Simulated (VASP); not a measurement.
Runs of VASP 6.6.1 on Ga4As3N. The structure is that of space group Pm-3m (No. 221), or close to it. The cells are those of the table. 

```tsv
task	cell	k mesh	cutoff (eV)	gap on the mesh (eV)	pressure (GPa)	relaxed volume (Å³/atom)
single point	a = 5.384 Å, 8 atoms	4 × 4 × 4	520	none	(a)	-
relaxation of cell and atoms	relaxed from a = 5.384 Å, 8 atoms	4 × 4 × 4	600	none	0.0	(b)
single point	a = 5.187 Å, 8 atoms	4 × 4 × 4	520	none	0.1	-
relaxation of cell and atoms	relaxed from a = 5.187 Å, 8 atoms	8 × 8 × 8	600	none	0.0	17.56
single point	a = 5.195 Å, 8 atoms	8 × 8 × 8	520	none	0.2	-
```

Alike in all rows: level PBE; potentials or basis VASP PAW PBE potentials, release 64 (Ga_d, As, N); no spin polarisation; smearing gaussian 0.1 eV.

**Question.** Estimate the missing entries.

**Answer.** (a) -6.4; (b) 17.47.

A k mesh can miss the band edges, and the runs leave out spin-orbit coupling on As, Ga.

A gap of «none» marks levels without a gap at the run's occupations.
